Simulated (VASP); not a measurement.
HfO2:

```
Hf O
1.0
     0.00000    2.52293    2.52293
     2.52293    0.00000    2.52293
     2.52293    2.52293    0.00000
Hf O
1 2
Direct
  0.00000 0.00000 0.00000
  0.75000 0.75000 0.75000
  0.25000 0.25000 0.25000
```

Base run:

```yaml
Program: VASP 6.6.1
Functional: r2SCAN
Potentials_or_basis: VASP PAW PBE potentials, release 64 (Hf_pv, O)
Cutoff: 520 eV
k_mesh: 9 × 9 × 9
Occupations: fermi-dirac, width 0.05 eV
Spin: no spin polarisation
```

Its results: band gap on the k mesh 4.45 eV, indirect (least direct gap 4.56 eV); pressure -2.0 GPa.

The run is repeated on the same cell with these changes: functional from r2SCAN to RPBE; further incar settings from ALGO = Normal; EDIFF = 1e-06; NBANDS = 18 to ALGO = Normal; EDIFF = 1e-07; NBANDS = 18. What comes out?

Band gap on the k mesh 4.04 eV, indirect (least direct gap 4.18 eV); pressure 9.3 GPa.

Caveats: the PAW data sets were made with another functional, which shifts forces and pressure a little; spin-orbit coupling is left out, which moves the levels of the heavy elements.

A k mesh can miss the band edges.
